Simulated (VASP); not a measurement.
# HfBe2Si2 (I4/mmm) in VASP: notebook

HfBe2Si2 is run at these levels: PBE; tasks: relaxation of cell and atoms, single point.

Everything below comes from runs of VASP 6.6.1. Logs are shortened: lines on timing, memory, paths and dates and some standing lists are left out, and cuts for length are marked.

### Step 1. The cell of the first run

The structure is tetragonal, space group I4/mmm (No. 139). The conventional cell has a = 3.551 Å, b = 3.551 Å, c = 9.482 Å, α = 90.00°, β = 90.00°, γ = 90.00°. Hf (site symmetry 4/mmm) has 10 Be at 2.76 to 3.58 Å and 8 Si at 2.96 Å and 4 Hf at 3.55 Å within 3.6 Å. Within 2.8 Å of Be (site symmetry 4mm) lie 4 Si at 2.15 Å and 1 Be at 2.31 Å and 4 Hf at 2.76 Å. Si (site symmetry -4m2) has 4 Be at 2.15 Å and 4 Si at 2.51 Å within 2.8 Å.

The cell was generated, and may not be a known phase.

### Step 2. Relaxation of cell and atoms, PBE

Input file INCAR:

```
PREC = Accurate
ENCUT = 600
EDIFF = 1E-7
ISMEAR = 0
SIGMA = 0.1
LREAL = False
LASPH = True
NELM = 60
ALGO = Normal
ISIF = 3
LWAVE = False
LCHARG = False
GGA = PE
IBRION = 2
NSW = 90
EDIFFG = -0.04
```

Input file KPOINTS:

```
regular mesh
0
Gamma
  6 6 6
```

Input file POSCAR:

```
HfBe2Si2
1.0
   -1.7753016000      1.7753016000      4.7410400600
    1.7753016000     -1.7753016000      4.7410400600
    1.7753016000      1.7753016000     -4.7410400600
Hf Be Si
1 2 2
Direct
    0.0000000000      0.0000000000      0.0000000000
    0.3779999900      0.3779999900      0.0000000000
    0.6220000100      0.6220000100      0.0000000000
    0.7500000000      0.2500000000      0.5000000000
    0.2500000000      0.7500000000      0.5000000000
```

Potentials or basis: VASP PAW PBE potentials, release 64 (Hf_pv, Be, Si).

Run with:

```bash
cat potpaw_PBE.64/Hf_pv/POTCAR potpaw_PBE.64/Be/POTCAR potpaw_PBE.64/Si/POTCAR > POTCAR
mpirun -np 1 vasp_std > vasp.out
```

OUTCAR:

```text
PREC = Accurate
   ENCUT = 600
   EDIFF = 1E-7
   ISMEAR = 0
   LREAL = False
   LASPH = True
   NELM = 60
   ISIF = 3
   GGA = PE
   IBRION = 2
   NSW = 90
   EDIFFG = -0.04

 ion  position               nearest neighbor table
   1  0.000  0.000  0.000-   3 2.76   3 2.76   3 2.76   2 2.76   3 2.76   2 2.76   2 2.76   2 2.76
                             5 2.96   4 2.96   5 2.96   4 2.96   4 2.96   4 2.96   5 2.96   5 2.96
   2  0.378  0.378  0.000-   4 2.15   5 2.15   5 2.15   4 2.15   3 2.31   1 2.76   1 2.76   1 2.76
                             1 2.76
   3  0.622  0.622  0.000-   5 2.15   4 2.15   4 2.15   5 2.15   2 2.31   1 2.76   1 2.76   1 2.76
                             1 2.76
   4  0.750  0.250  0.500-   2 2.15   3 2.15   2 2.15   3 2.15   5 2.51   5 2.51   5 2.51   5 2.51
                             1 2.96   1 2.96   1 2.96   1 2.96
   5  0.250  0.750  0.500-   2 2.15   3 2.15   2 2.15   3 2.15   4 2.51   4 2.51   4 2.51   4 2.51
                             1 2.96   1 2.96   1 2.96   1 2.96

  LATTYP: Found a body centered tetragonal cell.
 ALAT       =     3.5506032000
 C/A-ratio  =     2.6705547159

  Lattice vectors:

 A1 = (  -1.7753016000,   1.7753016000,   4.7410400600)
 A2 = (   1.7753016000,  -1.7753016000,   4.7410400600)
 A3 = (   1.7753016000,   1.7753016000,  -4.7410400600)

Analysis of symmetry for initial positions (statically):
=====================================================================
 Subroutine PRICEL returns:
 Original cell was already a primitive cell.

 Routine SETGRP: Setting up the symmetry group for a
 body centered tetragonal supercell.

 Subroutine GETGRP returns: Found 16 space group operations
 (whereof 16 operations were pure point group operations)
 out of a pool of 16 trial point group operations.

The static configuration has the point symmetry D_4h.

Analysis of symmetry for dynamics (positions and initial velocities):
=====================================================================
 Subroutine PRICEL returns:
 Original cell was already a primitive cell.

 Routine SETGRP: Setting up the symmetry group for a
 body centered tetragonal supercell.

 Subroutine GETGRP returns: Found 16 space group operations
 (whereof 16 operations were pure point group operations)
 out of a pool of 16 trial point group operations.

The dynamic configuration has the point symmetry D_4h.

 Subroutine INISYM returns: Found 16 space group operations
 (whereof 16 operations are pure point group operations),
 and found     1 'primitive' translations

----------------------------------------------------------------------------------------

                                     Primitive cell

  volume of cell :      59.7693

  direct lattice vectors                    reciprocal lattice vectors
    -1.775301600  1.775301600  4.741040060     0.000000000  0.281642285  0.105462091
     1.775301600 -1.775301600  4.741040060     0.281642285  0.000000000  0.105462091
     1.775301600  1.775301600 -4.741040060     0.281642285  0.281642285  0.000000000

  length of vectors
     5.364778876  5.364778876  5.364778876     0.300740136  0.300740136  0.398302340

  position of ions in fractional coordinates (direct lattice)
     0.000000000  0.000000000  0.000000000
     0.377999990  0.377999990  0.000000000
     0.622000010  0.622000010  0.000000000
     0.750000000  0.250000000  0.500000000
     0.250000000  0.750000000  0.500000000

  ion indices of the primitive-cell ions
   primitive index   ion index
                 1           1
                 2           2
                 3           3
                 4           4
                 5           5

----------------------------------------------------------------------------------------

 KPOINTS: regular mesh

Automatic generation of k-mesh.
 Grid dimensions read from file:
 generate k-points for:    6    6    6

 Generating k-lattice:

  Cartesian coordinates                     Fractional coordinates (reciprocal lattice)
     0.000000000  0.046940381  0.017577015     0.166666667 -0.000000000  0.000000000
     0.046940381  0.000000000  0.017577015    -0.000000000  0.166666667  0.000000000
     0.046940381  0.046940381  0.000000000     0.000000000  0.000000000  0.166666667

  Length of vectors
     0.050123356  0.050123356  0.066383723

  Shift w.r.t. Gamma in fractional coordinates (k-lattice)
     0.000000000  0.000000000  0.000000000

 Subroutine IBZKPT returns following result:
 ===========================================

 Found     30 irreducible k-points:

 Following reciprocal coordinates:
            Coordinates               Weight
  0.000000  0.000000  0.000000      1.000000
  0.166667  0.000000 -0.000000      8.000000
  0.333333  0.000000 -0.000000      8.000000
  0.500000  0.000000  0.000000      4.000000
  0.166667  0.166667 -0.000000      8.000000
  0.333333  0.166667 -0.000000     16.000000
[... 16 lines left out ...]
 -0.333333 -0.333333  0.166667      8.000000
 -0.166667 -0.333333  0.166667      8.000000
 [... further k-points ...]
   k-points           NKPTS =     30   k-points in BZ     NKDIM =     30   number of bands    NBANDS=     15
   number of dos      NEDOS =    301   number of ions     NIONS =      5
   total plane-waves  NPLWV = 110592
   dimension x,y,z NGX =    48 NGY =   48 NGZ =   48
   dimension x,y,z NGXF=    96 NGYF=   96 NGZF=   96
   ions per type =               1   2   2
   NGX,Y,Z   is equivalent  to a cutoff of  14.87, 14.87, 14.87 a.u.
   NGXF,Y,Z  is equivalent  to a cutoff of  29.75, 29.75, 29.75 a.u.
 SYSTEM =  unknown system
   PREC   = accura    normal or accurate (medium, high low for compatibility)
   ISTART =      0    job   : 0-new  1-cont  2-samecut
   ICHARG =      2    charge: 1-file 2-atom 10-const
   ISPIN  =      1    spin polarized calculation?
   LNONCOLLINEAR =      F non collinear calculations
   LSORBIT =      F    spin-orbit coupling
   LASPH  =      T    aspherical Exc in radial PAW
   ENCUT  =  600.0 eV  44.10 Ry    6.64 a.u.  10.71 10.71 10.71*2*pi/ulx,y,z
   NELM   =     60;   NELMIN=  2; NELMDL= -5     # of ELM steps
   EDIFF  = 0.1E-06   stopping-criterion for ELM
   LREAL  =      F    real-space projection
   EDIFFG = -.4E-01   stopping-criterion for IOM
   NSW    =     90    number of steps for IOM
   IBRION =      2    ionic relax: 0-MD 1-quasi-New 2-CG
   NFREE  =      1    steps in history (QN), initial steepest desc. (CG)
   ISIF   =      3    stress and relaxation
   ISYM   =      2    0-nonsym 1-usesym 2-fastsym
   POTIM  = 0.5000    time-step for ionic-motion
   TEBEG  =    0.0;   TEEND  =   0.0 temperature during run
   PSTRESS=    0.0 pullay stress
   NELECT =      22.0000    total number of electrons
   NUPDOWN=      -1.0000    fix difference up-down
   EMIN   =  10.00;   EMAX   =-10.00  energy-range for DOS
   EFERMI =   0.00;   METHOD = LEGACY
   ISMEAR =     0;   SIGMA  =   0.10  broadening in eV -4-tet -1-fermi 0-gaus
   EFERMI_NEDOS =   21; number of points for ismear=-14 and -15
   IALGO  =     38    algorithm
   IMIX   =      4    mixing-type and parameters
     AMIX     =   0.40;   BMIX     =  1.00
     AMIX_MAG =   1.60;   BMIX_MAG =  1.00
  volume/ion in A,a.u.               =      11.95        80.67
  Fermi-wavevector in a.u.,A,eV,Ry     =   1.173248  2.217117 18.728562  1.376510
  Thomas-Fermi vector in A             =   2.309664
   LORBIT       =      0    0 simple, 1 ext, 2 COOP (PROOUT), +10 PAW based schemes
   GGA     = PE    functional components
   LHFCALC =     F    Hartree Fock is set to
   AEXX    =    0.0000 exact exchange contribution
   IVDW    =     0    specifies the selected vdW correction
   LEPSILON=     F    determine dielectric tensor
   LRPA    =     F    only Hartree local field effects (RPA)
 conjugate gradient relaxation of ions
 non-spin polarized calculation
 Gauss-broadening in eV      SIGMA  =   0.10
  energy-cutoff  :      600.00
  volume of cell :       59.77
 maximum number of plane-waves:      2010
 NGX is ok and might be reduce to    48
   NGX = 21   NGY = 21   NGZ = 21

--------------------------------------- Ionic step        1  -------------------------------------------

 number of electron      22.0000000 magnetization

 Free energy of the ion-electron system (eV)
  ---------------------------------------------------
  ext. energy  EPLUGINS =         0.00000000
  ---------------------------------------------------
  free energy    TOTEN  =       -28.02590057 eV

  energy without entropy =      -28.01213800  energy(sigma->0) =      -28.01901929

------------------------ aborting loop because EDIFF is reached ----------------------------------------

  FORCE on cell =-STRESS in cart. coord.  units (eV):
  Direction    XX          YY          ZZ          XY          YZ          ZX
  --------------------------------------------------------------------------------------
  -------------------------------------------------------------------------------------
  Total        5.4339397      5.4339397      1.1579289      0.0000000      0.0000000      0.0000000
  in kB      145.6624101    145.6624101     31.0394891      0.0000000      0.0000000      0.0000000
  external PRESSURE =     107.4547698 kB  Pullay stress =       0.0000000 kB
[... 98 lines left out ...]
  FREE ENERGIE OF THE ION-ELECTRON SYSTEM (eV)
  ---------------------------------------------------
  free  energy   TOTEN  =       -28.4919758880 eV

  energy  without entropy=      -28.4728544933  energy(sigma->0) =      -28.48241519

[... ionic steps 4 to 8 ...]

--------------------------------------- Ionic step        9  -------------------------------------------

 number of electron      22.0000000 magnetization

------------------------ aborting loop because EDIFF is reached ----------------------------------------

  FORCE on cell =-STRESS in cart. coord.  units (eV):
  Direction    XX          YY          ZZ          XY          YZ          ZX
  --------------------------------------------------------------------------------------
  -------------------------------------------------------------------------------------
  Total        0.1772347      0.1772347     -0.1777220      0.0000000     -0.0000000      0.0000000
  in kB        4.4844036      4.4844036     -4.4967332      0.0000000     -0.0000000      0.0000000
  external PRESSURE =       1.4906913 kB  Pullay stress =       0.0000000 kB
[... 63 lines left out ...]
  energy  without entropy=      -28.5600098165  energy(sigma->0) =      -28.56711504

--------------------------------------- Ionic step       11  -------------------------------------------

 number of electron      22.0000000 magnetization

 Free energy of the ion-electron system (eV)
  ---------------------------------------------------
  ext. energy  EPLUGINS =         0.00000000
  ---------------------------------------------------
  free energy    TOTEN  =       -28.57530119 eV

  energy without entropy =      -28.56150445  energy(sigma->0) =      -28.56840282

 E-fermi :   8.6198     XC(G=0): -11.2980

 val. band max:        8.5663855545   @ k =  -0.3333   0.3333   0.1667
 cond. band min:       8.6204798780   @ k =   0.5000   0.5000   0.1667
 fundamental gap:      0.0540943235
 Fermi energy:         8.6198260679

 k-point     1 :       0.0000    0.0000    0.0000
  band No.  band energies     occupation
      1     -22.7761      2.00000
      2     -22.6215      2.00000
      3     -22.6215      2.00000
      4      -5.0383      2.00000
      5       2.5420      2.00000
      6       2.7054      2.00000
      7       4.0614      2.00000
      8       4.0614      2.00000
      9       6.0768      2.00000
     10       6.1823      2.00000
     11       8.3582      1.99978
     12       8.8066      0.00826
     13       8.8066      0.00826
     14      10.6006      0.00000
     15      11.0739      0.00000
[... 397 lines left out ...]
 k-point    24 :      -0.1667   -0.3333    0.1667
  band No.  band energies     occupation
      1     -22.7758      2.00000
      2     -22.6505      2.00000
      3     -22.6188      2.00000
      4      -4.4980      2.00000
      5       0.8837      2.00000
      6       2.0902      2.00000
      7       4.4448      2.00000
      8       5.0648      2.00000
      9       5.7674      2.00000
     10       6.9335      2.00000
     11       8.1315      2.00000
     12       9.0247      0.00000
     13       9.5674      0.00000
     14      10.1976      0.00000
     15      10.9404      0.00000

 [... further k-points ...]
[... 5 lines left out ...]
  --------------------------------------------------------------------------------------
  -------------------------------------------------------------------------------------
  Total       -0.0180899     -0.0180899     -0.0365213      0.0000000      0.0000000      0.0000000
  in kB       -0.4569326     -0.4569326     -0.9224905      0.0000000      0.0000000      0.0000000
  external PRESSURE =      -0.6121185 kB  Pullay stress =       0.0000000 kB
[... 20 lines left out ...]
  FREE ENERGIE OF THE ION-ELECTRON SYSTEM (eV)
  ---------------------------------------------------
  free  energy   TOTEN  =       -28.5753011933 eV

  energy  without entropy=      -28.5615044479  energy(sigma->0) =      -28.56840282

 reached required accuracy - stopping structural energy minimisation
```

It took 14 min on 1 thread of Oxide Virtual Turin-like, shared host; peak memory 0.34 GiB.

Results:

```
Free energy                           : -28.5753 eV
Relaxed volume                        : 12.69 Å³/atom
Relaxed cell                          : a = 5.432 Å, b = 5.432 Å, c = 5.432 Å, α = 140.83°, β = 140.83°, γ = 56.59°
Space group after relaxing (to 0.1 Å) : I4/mmm (No. 139)
Energy gained by relaxing             : 109.9 meV/atom
Ionic steps                           : 11
Pressure after relaxing               : -0.1 GPa
Largest force after relaxing          : 0.025 eV/Å
Band gap on the k mesh                : zero (bands 11 and 12 overlap by 1.09 eV)
```

Forces in eV/Å, atoms in the order of the input:
```
Hf   0.000  0.000  0.000
Be   0.000  0.000  0.025
Be   0.000  0.000 -0.025
Si   0.000  0.000  0.000
Si   0.000  0.000  0.000
```

The path:
```
step  energy change (eV)  largest force (eV/Å)  pressure (GPa)  volume (Å³)
   1              0.0000                2.4551           10.75        59.77
   2             -0.4543                0.4548           -5.82        66.94
   3             -0.4661                0.7302           -4.12        65.82
   4             -0.5368                0.0055           -0.56        63.61
   5             -0.5368                0.0007           -0.54        63.60
   6             -0.5416                0.0875            0.24        63.20
   7             -0.5427                0.1453            0.83        62.92
   8             -0.5462                0.1443            0.57        63.08
   9             -0.5483                0.1245            0.15        63.32
  10             -0.5483                0.1282            0.20        63.29
  11             -0.5494                0.0252           -0.06        63.43
```

Final structure:
```
Hf Be Si
1.0
    -1.82076    1.82076    4.78333
     1.82076   -1.82076    4.78333
     1.82076    1.82076   -4.78333
Hf Be Si
1 2 2
Cartesian
  0.0000 0.0000 0.0000
  1.8208 1.8208 -1.0000
  0.0000 0.0000 5.7833
  0.0000 1.8208 2.3917
  1.8208 0.0000 2.3917
```

Levels at points of the mesh, in eV from the Fermi level:
```csv
k point,band 9,band 10,band 11,band 12,band 13,band 14
"(0.00, 0.00, 0.00)",-2.54,-2.44,-0.26,0.19,0.19,1.98
"(0.50, 0.00, 0.00)",-2.19,-1.66,-1.60,-0.31,1.04,1.42
"(0.50, 0.50, 0.00)",-4.40,-4.27,-0.10,1.05,1.17,1.89
"(0.50, 0.50, 0.50)",-2.59,-1.30,-0.52,-0.52,1.45,1.98
```

Caveat: spin-orbit coupling is left out, which moves the levels of the heavy elements.

### Step 3. Single point, PBE

This run uses another cell than the first one, of 12.69 Å³/atom.

Input file INCAR:

```
SYSTEM = HfBe2Si2
PREC = Accurate
ENCUT = 520
EDIFF = 1E-6
ISMEAR = 0
SIGMA = 0.1
LREAL = .FALSE.
LASPH = .TRUE.
NELM = 80
ALGO = Fast
ISIF = 2
LWAVE = .FALSE.
LCHARG = .TRUE.
GGA = PE
LELF = .TRUE.
LVHAR = .TRUE.
NBANDS = 19
```

Input file KPOINTS:

```
regular mesh
0
G
  14 14 14
  0 0 0
```

Input file POSCAR:

```
HfBe2Si2
1.0
   -1.8306547374      1.8306547374      4.7323744790
    1.8306547374     -1.8306547374      4.7323744790
    1.8306547374      1.8306547374     -4.7323744790
Hf Be Si
1 2 2
Direct
    0.0000000000      0.0000000000      0.0000000000
    0.3940495425      0.3940495425      0.0000000000
    0.6059504575      0.6059504575      0.0000000000
    0.7500000000      0.2500000000      0.5000000000
    0.2500000000      0.7500000000      0.5000000000
```

Potentials or basis: VASP PAW PBE potentials, release 64 (Hf_pv, Be, Si).

Run with:

```bash
cat potpaw_PBE.64/Hf_pv/POTCAR potpaw_PBE.64/Be/POTCAR potpaw_PBE.64/Si/POTCAR > POTCAR
mpirun -np 1 vasp_std > vasp.out
```

Wall time 14 min (1 thread of Oxide Virtual Turin-like, shared host); peak memory 0.43 GiB.

The run converged. Its results:

* Free energy: -28.6132 eV
* Pressure: -0.2 GPa
* Band gap on the k mesh: zero (bands 11 and 12 overlap by 0.94 eV)

Forces on the atoms (eV/Å):
```
Hf   0.000  0.000  0.000
Be   0.000  0.000  0.003
Be   0.000  0.000 -0.003
Si   0.000  0.000  0.000
Si   0.000  0.000  0.000
```

Stress tensor (GPa, compression positive):
```
-0.18  0.00  0.00
 0.00 -0.18  0.00
 0.00  0.00 -0.27
```

Levels at points of the mesh, in eV from the Fermi level:
```tsv
k point	band 7	band 8	band 9	band 10	band 11	band 12	band 13	band 14	band 15	band 16
(0.00, 0.00, 0.00)	-4.54	-4.54	-2.57	-2.44	-0.20	0.20	0.20	1.94	2.60	3.35
(0.50, 0.00, 0.00)	-5.07	-2.95	-2.11	-1.58	-1.50	-0.29	1.04	1.52	2.34	3.15
(0.50, 0.50, 0.00)	-7.36	-4.63	-4.31	-4.22	0.09	1.24	1.34	2.10	3.50	3.66
(0.50, 0.50, 0.50)	-4.23	-4.03	-2.38	-1.21	-0.49	-0.49	1.57	2.02	2.18	3.43
```

Caveat: spin-orbit coupling is left out, which moves the levels of the heavy elements.

(Part 1 of 2 ends here.)

The gap in the log of VASP goes by the Fermi energy; the results here count the filled bands.